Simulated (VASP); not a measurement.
# ScCdC4N4 (P-43m) in VASP: notebook

The runs below take ScCdC4N4 through relaxation of cell and atoms, single point, with PBE.

Everything below comes from runs of VASP 6.6.1. Logs are shortened: lines on timing, memory, paths and dates and some standing lists are left out, and cuts for length are marked.

### 1 The cell of the first run

Symmetry: P-43m, No. 215, cubic system. The conventional cell has a = 6.108 Å, b = 6.108 Å, c = 6.108 Å, α = 90.00°, β = 90.00°, γ = 90.00°. Sc (site symmetry -43m) has 4 C at 2.02 Å within 2.7 Å. Within 2.8 Å of Cd (site symmetry -43m) lie 4 N at 2.10 Å. Within 1.6 Å of C (site symmetry 3m) lie 1 N at 1.17 Å. Within 1.6 Å of N (site symmetry 3m) lie 1 C at 1.17 Å.

### 2 Relaxation of cell and atoms, PBE

Contents of INCAR:

```
SYSTEM = ScCdC4N4
PREC = Accurate
ENCUT = 600
EDIFF = 1E-6
ISMEAR = 0
SIGMA = 0.1
LREAL = .False.
LASPH = .True.
NELM = 60
ALGO = Normal
ISIF = 3
LWAVE = .False.
LCHARG = .False.
GGA = PE
IBRION = 2
NSW = 90
EDIFFG = -0.04
```

Contents of KPOINTS:

```
Automatic mesh
0
Gamma
  4 4 4
  0 0 0
```

Contents of POSCAR:

```
ScCdC4N4
1.0
    6.1077885000      0.0000000000      0.0000000000
    0.0000000000      6.1077885000      0.0000000000
    0.0000000000      0.0000000000      6.1077885000
Sc Cd C N
1 1 4 4
Direct
    0.0000000000      0.0000000000      0.0000000000
    0.5000000000      0.5000000000      0.5000000000
    0.1911333800      0.1911333800      0.1911333800
    0.1911333800      0.8088666200      0.8088666200
    0.8088666200      0.1911333800      0.8088666200
    0.8088666200      0.8088666200      0.1911333800
    0.3017298400      0.3017298400      0.3017298400
    0.3017298400      0.6982701600      0.6982701600
    0.6982701600      0.3017298400      0.6982701600
    0.6982701600      0.6982701600      0.3017298400
```

Potentials or basis: VASP PAW PBE potentials, release 64 (Sc_sv, Cd, C, N).

Started as:

```
$ cat potpaw_PBE.64/Sc_sv/POTCAR potpaw_PBE.64/Cd/POTCAR potpaw_PBE.64/C/POTCAR potpaw_PBE.64/N/POTCAR > POTCAR
$ mpirun -np 1 vasp_std > vasp.out
```

OUTCAR:

```text
SYSTEM = ScCdC4N4
   PREC = Accurate
   ENCUT = 600
   EDIFF = 1E-6
   ISMEAR = 0
   LREAL = .False.
   LASPH = .True.
   NELM = 60
   ISIF = 3
   GGA = PE
   IBRION = 2
   NSW = 90
   EDIFFG = -0.04

 ion  position               nearest neighbor table
   1  0.000  0.000  0.000-   3 2.02   4 2.02   5 2.02   6 2.02
   2  0.500  0.500  0.500-   7 2.10   8 2.10   9 2.10  10 2.10
   3  0.191  0.191  0.191-   7 1.17   1 2.02
   4  0.191  0.809  0.809-   8 1.17   1 2.02
   5  0.809  0.191  0.809-   9 1.17   1 2.02
   6  0.809  0.809  0.191-  10 1.17   1 2.02
   7  0.302  0.302  0.302-   3 1.17   2 2.10
   8  0.302  0.698  0.698-   4 1.17   2 2.10
   9  0.698  0.302  0.698-   5 1.17   2 2.10
  10  0.698  0.698  0.302-   6 1.17   2 2.10

  LATTYP: Found a simple cubic cell.
 ALAT       =     6.1077885000

  Lattice vectors:

 A1 = (   6.1077885000,   0.0000000000,   0.0000000000)
 A2 = (   0.0000000000,   6.1077885000,   0.0000000000)
 A3 = (   0.0000000000,   0.0000000000,   6.1077885000)

Analysis of symmetry for initial positions (statically):
=====================================================================
 Subroutine PRICEL returns:
 Original cell was already a primitive cell.

 Routine SETGRP: Setting up the symmetry group for a
 simple cubic supercell.

 Subroutine GETGRP returns: Found 24 space group operations
 (whereof 24 operations were pure point group operations)
 out of a pool of 48 trial point group operations.

The static configuration has the point symmetry T_d .

Analysis of symmetry for dynamics (positions and initial velocities):
=====================================================================
 Subroutine PRICEL returns:
 Original cell was already a primitive cell.

 Routine SETGRP: Setting up the symmetry group for a
 simple cubic supercell.

 Subroutine GETGRP returns: Found 24 space group operations
 (whereof 24 operations were pure point group operations)
 out of a pool of 48 trial point group operations.

The dynamic configuration has the point symmetry T_d .

 Subroutine INISYM returns: Found 24 space group operations
 (whereof 24 operations are pure point group operations),
 and found     1 'primitive' translations

----------------------------------------------------------------------------------------

                                     Primitive cell

  volume of cell :     227.8515

  direct lattice vectors                    reciprocal lattice vectors
     6.107788500  0.000000000  0.000000000     0.163725381  0.000000000  0.000000000
     0.000000000  6.107788500  0.000000000     0.000000000  0.163725381  0.000000000
     0.000000000  0.000000000  6.107788500     0.000000000  0.000000000  0.163725381

  length of vectors
     6.107788500  6.107788500  6.107788500     0.163725381  0.163725381  0.163725381

  position of ions in fractional coordinates (direct lattice)
     0.000000000  0.000000000  0.000000000
     0.500000000  0.500000000  0.500000000
     0.191133380  0.191133380  0.191133380
     0.191133380  0.808866620  0.808866620
     0.808866620  0.191133380  0.808866620
     0.808866620  0.808866620  0.191133380
     0.301729840  0.301729840  0.301729840
     0.301729840  0.698270160  0.698270160
     0.698270160  0.301729840  0.698270160
     0.698270160  0.698270160  0.301729840

  ion indices of the primitive-cell ions
   primitive index   ion index
                 1           1
                 2           2
                 3           3
                 4           4
                 5           5
                 6           6
                 7           7
                 8           8
                 9           9
                10          10

----------------------------------------------------------------------------------------

 KPOINTS: Automatic mesh

Automatic generation of k-mesh.
 Grid dimensions read from file:
 generate k-points for:    4    4    4

 Generating k-lattice:

  Cartesian coordinates                     Fractional coordinates (reciprocal lattice)
     0.040931345  0.000000000  0.000000000     0.250000000  0.000000000  0.000000000
     0.000000000  0.040931345  0.000000000     0.000000000  0.250000000  0.000000000
     0.000000000  0.000000000  0.040931345     0.000000000  0.000000000  0.250000000

  Length of vectors
     0.040931345  0.040931345  0.040931345

  Shift w.r.t. Gamma in fractional coordinates (k-lattice)
     0.000000000  0.000000000  0.000000000

 Subroutine IBZKPT returns following result:
 ===========================================

 Found     10 irreducible k-points:

 Following reciprocal coordinates:
            Coordinates               Weight
  0.000000  0.000000  0.000000      1.000000
  0.250000  0.000000  0.000000      6.000000
  0.500000  0.000000  0.000000      3.000000
  0.250000  0.250000  0.000000     12.000000
  0.500000  0.250000  0.000000     12.000000
  0.500000  0.500000  0.000000      3.000000
  0.250000  0.250000  0.250000      8.000000
  0.500000  0.250000  0.250000     12.000000
  0.500000  0.500000  0.250000      6.000000
  0.500000  0.500000  0.500000      1.000000
   k-points           NKPTS =     10   k-points in BZ     NKDIM =     10   number of bands    NBANDS=     35
   number of dos      NEDOS =    301   number of ions     NIONS =     10
   total plane-waves  NPLWV = 125000
   dimension x,y,z NGX =    50 NGY =   50 NGZ =   50
   dimension x,y,z NGXF=   100 NGYF=  100 NGZF=  100
   ions per type =               1   1   4   4
   NGX,Y,Z   is equivalent  to a cutoff of  13.61, 13.61, 13.61 a.u.
   NGXF,Y,Z  is equivalent  to a cutoff of  27.22, 27.22, 27.22 a.u.
 SYSTEM =  ScCdC4N4
   PREC   = accura    normal or accurate (medium, high low for compatibility)
   ISTART =      0    job   : 0-new  1-cont  2-samecut
   ICHARG =      2    charge: 1-file 2-atom 10-const
   ISPIN  =      1    spin polarized calculation?
   LNONCOLLINEAR =      F non collinear calculations
   LSORBIT =      F    spin-orbit coupling
   LASPH  =      T    aspherical Exc in radial PAW
   ENCUT  =  600.0 eV  44.10 Ry    6.64 a.u.  12.20 12.20 12.20*2*pi/ulx,y,z
   NELM   =     60;   NELMIN=  2; NELMDL= -5     # of ELM steps
   EDIFF  = 0.1E-05   stopping-criterion for ELM
   LREAL  =      F    real-space projection
   EDIFFG = -.4E-01   stopping-criterion for IOM
   NSW    =     90    number of steps for IOM
   IBRION =      2    ionic relax: 0-MD 1-quasi-New 2-CG
   NFREE  =      1    steps in history (QN), initial steepest desc. (CG)
   ISIF   =      3    stress and relaxation
   ISYM   =      2    0-nonsym 1-usesym 2-fastsym
   POTIM  = 0.5000    time-step for ionic-motion
   TEBEG  =    0.0;   TEEND  =   0.0 temperature during run
   PSTRESS=    0.0 pullay stress
   NELECT =      59.0000    total number of electrons
   NUPDOWN=      -1.0000    fix difference up-down
   EMIN   =  10.00;   EMAX   =-10.00  energy-range for DOS
   EFERMI =   0.00;   METHOD = LEGACY
   ISMEAR =     0;   SIGMA  =   0.10  broadening in eV -4-tet -1-fermi 0-gaus
   EFERMI_NEDOS =   21; number of points for ismear=-14 and -15
   IALGO  =     38    algorithm
   IMIX   =      4    mixing-type and parameters
     AMIX     =   0.40;   BMIX     =  1.00
     AMIX_MAG =   1.60;   BMIX_MAG =  1.00
  volume/ion in A,a.u.               =      22.79       153.76
  Fermi-wavevector in a.u.,A,eV,Ry     =   1.043458  1.971849 14.814077  1.088804
  Thomas-Fermi vector in A             =   2.178168
   LORBIT       =      0    0 simple, 1 ext, 2 COOP (PROOUT), +10 PAW based schemes
   GGA     = PE    functional components
   LHFCALC =     F    Hartree Fock is set to
   AEXX    =    0.0000 exact exchange contribution
   IVDW    =     0    specifies the selected vdW correction
   LEPSILON=     F    determine dielectric tensor
   LRPA    =     F    only Hartree local field effects (RPA)
 conjugate gradient relaxation of ions
 non-spin polarized calculation
 Gauss-broadening in eV      SIGMA  =   0.10
  energy-cutoff  :      600.00
  volume of cell :      227.85
 maximum number of plane-waves:      7664
 NGX is ok and might be reduce to    50
   NGX = 25   NGY = 25   NGZ = 25

--------------------------------------- Ionic step        1  -------------------------------------------

 number of electron      58.9999992 magnetization

 Free energy of the ion-electron system (eV)
  ---------------------------------------------------
  ext. energy  EPLUGINS =         0.00000000
  ---------------------------------------------------
  free energy    TOTEN  =       -73.00510752 eV

  energy without entropy =      -72.92799252  energy(sigma->0) =      -72.96655002

------------------------ aborting loop because EDIFF is reached ----------------------------------------

  FORCE on cell =-STRESS in cart. coord.  units (eV):
  Direction    XX          YY          ZZ          XY          YZ          ZX
  --------------------------------------------------------------------------------------
  -------------------------------------------------------------------------------------
  Total       13.2820379     13.2820379     13.2820379     -0.0000000      0.0000000      0.0000000
  in kB       93.3949361     93.3949361     93.3949361     -0.0000000      0.0000000      0.0000000
  external PRESSURE =      93.3949361 kB  Pullay stress =       0.0000000 kB
[... 113 lines left out ...]
  FREE ENERGIE OF THE ION-ELECTRON SYSTEM (eV)
  ---------------------------------------------------
  free  energy   TOTEN  =       -73.9784407260 eV

  energy  without entropy=      -73.8973233623  energy(sigma->0) =      -73.93788204

[... ionic steps 4 to 27 ...]

--------------------------------------- Ionic step       28  -------------------------------------------

 number of electron      59.0000008 magnetization

------------------------ aborting loop because EDIFF is reached ----------------------------------------

  FORCE on cell =-STRESS in cart. coord.  units (eV):
  Direction    XX          YY          ZZ          XY          YZ          ZX
  --------------------------------------------------------------------------------------
  -------------------------------------------------------------------------------------
  Total        0.0400650      0.0400650      0.0400650     -0.0000000     -0.0000000     -0.0000000
  in kB        0.2328413      0.2328413      0.2328413     -0.0000000     -0.0000000     -0.0000000
  external PRESSURE =       0.2328413 kB  Pullay stress =       0.0000000 kB
[... 73 lines left out ...]
  energy  without entropy=      -74.5174939838  energy(sigma->0) =      -74.55917519

--------------------------------------- Ionic step       30  -------------------------------------------

 number of electron      59.0000007 magnetization

 Free energy of the ion-electron system (eV)
  ---------------------------------------------------
  ext. energy  EPLUGINS =         0.00000000
  ---------------------------------------------------
  free energy    TOTEN  =       -74.60097408 eV

  energy without entropy =      -74.51763103  energy(sigma->0) =      -74.55930256

 E-fermi :   0.1728     XC(G=0):  -6.2268

 val. band max:        0.1506154063   @ k =   0.5000   0.5000   0.0000
 cond. band min:       0.1806550983   @ k =   0.5000   0.0000   0.0000
 fundamental gap:      0.0300396921
 Fermi energy:         0.1728010218

 k-point     1 :       0.0000    0.0000    0.0000
  band No.  band energies     occupation
      1     -50.4765      2.00000
      2     -29.1374      2.00000
      3     -29.1374      2.00000
      4     -29.1374      2.00000
      5     -19.3412      2.00000
      6     -19.2920      2.00000
[... 406 lines left out ...]
  FREE ENERGIE OF THE ION-ELECTRON SYSTEM (eV)
  ---------------------------------------------------
  free  energy   TOTEN  =       -74.6009740849 eV

  energy  without entropy=      -74.5176310312  energy(sigma->0) =      -74.55930256

 reached required accuracy - stopping structural energy minimisation
```

Wall time 28 min (1 thread of Intel Xeon Platinum 8375C at 2.90GHz (Ice Lake), shared host); peak memory 0.43 GiB.

Results:

- Free energy: -74.6010 eV
- Relaxed volume: 27.55 Å³/atom
- Relaxed cell: a = 6.507 Å, b = 6.507 Å, c = 6.507 Å, α = 90.00°, β = 90.00°, γ = 90.00°
- Space group after relaxing (to 0.1 Å): P-43m (No. 215)
- Energy gained by relaxing: 159.6 meV/atom
- Ionic steps: 30
- Pressure after relaxing: 0.0 GPa
- Largest force after relaxing: 0.037 eV/Å
- Band gap on the k mesh: zero (an odd number of electrons rules out a gap without spin polarisation)

Forces on the atoms (eV/Å):
```
Sc   0.000  0.000  0.000
Cd   0.000  0.000  0.000
C   -0.016 -0.016 -0.016
C   -0.016  0.016  0.016
C    0.016 -0.016  0.016
C    0.016  0.016 -0.016
N   -0.022 -0.022 -0.022
N   -0.022  0.022  0.022
N    0.022 -0.022  0.022
N    0.022  0.022 -0.022
```

Step by step:
| step | energy change (eV) | largest force (eV/Å) | pressure (GPa) | volume (Å³) |
| --- | --- | --- | --- | --- |
| 1 | 0.0000 | 2.4691 | 9.34 | 227.85 |
| 2 | -0.4157 | 9.5849 | 7.18 | 274.52 |
| 3 | -0.9733 | 5.0179 | 7.25 | 252.65 |
| 4 | -1.5398 | 0.9207 | 1.39 | 268.99 |
| 5 | -1.5709 | 0.6343 | -0.16 | 274.35 |
| 6 | -1.5708 | 0.5539 | -0.04 | 273.91 |
| 7 | -1.5768 | 0.3942 | -0.08 | 275.03 |
| 8 | -1.5826 | 0.2897 | -0.15 | 277.66 |
| 9 | -1.5848 | 0.1510 | -0.29 | 278.07 |
| 10 | -1.5863 | 0.3071 | -0.54 | 278.80 |
| 11 | -1.5876 | 0.2469 | -0.51 | 278.87 |
| 12 | -1.5903 | 0.0654 | -0.42 | 279.09 |
| 13 | -1.5893 | 0.3000 | -0.24 | 279.51 |
| 14 | -1.5909 | 0.1359 | -0.35 | 279.25 |
| 15 | -1.5917 | 0.0805 | -0.36 | 279.06 |
| 16 | -1.5932 | 0.0828 | -0.40 | 278.51 |
| 17 | -1.5919 | 0.4062 | -0.47 | 277.41 |
| 18 | -1.5934 | 0.1684 | -0.42 | 278.21 |
| 19 | -1.5941 | 0.1228 | -0.34 | 277.91 |
| 20 | -1.5949 | 0.0718 | -0.14 | 277.13 |
| 21 | -1.5949 | 0.0781 | -0.14 | 277.11 |
| 22 | -1.5950 | 0.0637 | -0.13 | 276.99 |
| 23 | -1.5953 | 0.0529 | -0.12 | 276.64 |
| 24 | -1.5954 | 0.1387 | -0.10 | 275.95 |
| 25 | -1.5955 | 0.1098 | -0.10 | 276.18 |
| 26 | -1.5956 | 0.0790 | -0.07 | 276.01 |
| 27 | -1.5957 | 0.0726 | 0.05 | 275.58 |
| 28 | -1.5957 | 0.0550 | 0.02 | 275.69 |
| 29 | -1.5957 | 0.0484 | 0.02 | 275.64 |
| 30 | -1.5959 | 0.0373 | 0.02 | 275.51 |

Final structure:
```xyz
10
Lattice="6.5070 0.0000 0.0000 0.0000 6.5070 0.0000 0.0000 0.0000 6.5070" Properties=species:S:1:pos:R:3 pbc="T T T"
Sc    0.0000    0.0000    0.0000
Cd    3.2535    3.2535    3.2535
C     1.3128    1.3128    1.3128
C     1.3128    5.1942    5.1942
C     5.1942    1.3128    5.1942
C     5.1942    5.1942    1.3128
N     1.9906    1.9906    1.9906
N     1.9906    4.5164    4.5164
N     4.5164    1.9906    4.5164
N     4.5164    4.5164    1.9906
```

Levels at points of the mesh, in eV from the Fermi level:
| k point | band 26 | band 27 | band 28 | band 29 | band 30 | band 31 | band 32 | band 33 |
| --- | --- | --- | --- | --- | --- | --- | --- | --- |
| (0.00, 0.00, 0.00) | -5.49 | -5.09 | -5.09 | -5.09 | 0.05 | 0.05 | 0.35 | 0.35 |
| (0.50, 0.00, 0.00) | -5.52 | -5.33 | -5.08 | -5.08 | 0.01 | 0.09 | 0.47 | 0.63 |
| (0.50, 0.50, 0.00) | -5.44 | -5.37 | -5.09 | -5.09 | -0.02 | 0.13 | 0.65 | 0.65 |
| (0.50, 0.50, 0.50) | -5.42 | -5.18 | -5.18 | -5.18 | 0.08 | 0.08 | 0.58 | 0.58 |

Caveat: the volume moved by over 15 % at a fixed basis, so the end points are rough; an odd number of electrons without spin polarisation forces a metal; a magnetic or distorted state may lie lower.

### 3 Single point, PBE, collinear spin, ferromagnetic start

Contents of INCAR:

```
SYSTEM = ScCdC4N4
ALGO = Normal ; EDIFF = 1E-7
ENCUT = 520 ; GGA = PE
ISIF = 2 ; ISMEAR = 0
ISPIN = 2 ; LASPH = .True.
LCHARG = .False. ; LMAXMIX = 4
LORBIT = 11 ; LREAL = .False.
LWAVE = .False. ; MAGMOM = 0 0 1 1 1 1 1 1 1 1
NBANDS = 44 ; NELM = 150
PREC = Accurate ; SIGMA = 0.1
```

Contents of KPOINTS:

```
k-points
0
Gamma
  4 4 4
  0 0 0
```

POSCAR is that of step 2.

Potentials or basis: VASP PAW PBE potentials, release 64 (Sc_sv, Cd, C, N).

Started as:

```
$ cat potpaw_PBE.64/Sc_sv/POTCAR potpaw_PBE.64/Cd/POTCAR potpaw_PBE.64/C/POTCAR potpaw_PBE.64/N/POTCAR > POTCAR
$ mpirun -np 1 vasp_std > vasp.out
```

Run time: 4.3 min. Hardware: 1 thread of Intel Xeon Platinum 8375C at 2.90GHz (Ice Lake), shared host; peak memory 0.49 GiB.

It converged, with:

* Free energy: -73.0495 eV
* Pressure: 9.4 GPa
* Largest force: 2.521 eV/Å
* Band gap on the k mesh: zero (filled and empty bands overlap)
* Net moment: 1.00 μB per cell
* Site moments: Sc +0.42; Cd +0.01; C +0.01; N +0.05 μB
* Valence electrons inside the program's atomic spheres: Sc 10.05; Cd 10.39; C 2.65; N 3.89

Forces in eV/Å, atoms in the order of the input:
```
Sc   0.000  0.000  0.000
Cd   0.000  0.000  0.000
C    1.455  1.455  1.455
C    1.455 -1.455 -1.455
C   -1.455  1.455 -1.455
C   -1.455 -1.455  1.455
N   -0.135 -0.135 -0.135
N   -0.135  0.135  0.135
N    0.135 -0.135  0.135
N    0.135  0.135 -0.135
```

Levels at points of the mesh, in eV from the Fermi level:
Spin up:
| k point | band 28 | band 29 | band 30 | band 31 | band 32 | band 33 |
| --- | --- | --- | --- | --- | --- | --- |
| (0.00, 0.00, 0.00) | -4.87 | -4.87 | 0.02 | 0.02 | 0.33 | 0.33 |
| (0.50, 0.00, 0.00) | -4.91 | -4.91 | -0.08 | 0.08 | 0.58 | 0.71 |
| (0.50, 0.50, 0.00) | -4.92 | -4.92 | -0.09 | 0.10 | 0.80 | 0.80 |
| (0.50, 0.50, 0.50) | -4.98 | -4.98 | 0.03 | 0.03 | 0.67 | 0.67 |
Spin down:
```tsv
k point	band 27	band 28	band 29	band 30	band 31	band 32
(0.00, 0.00, 0.00)	-4.78	-4.78	-4.78	0.41	0.41	0.48
(0.50, 0.00, 0.00)	-5.13	-4.83	-4.83	0.30	0.48	0.75
(0.50, 0.50, 0.00)	-5.21	-4.84	-4.84	0.28	0.50	0.98
(0.50, 0.50, 0.50)	-4.89	-4.89	-4.89	0.43	0.43	0.85
```

Caveat: the cell stands under pressure; forces of over 1 eV/Å act on the atoms, so gaps and moduli don't describe the material at rest.

The gap in the log of VASP goes by the Fermi energy; the results here count the filled bands.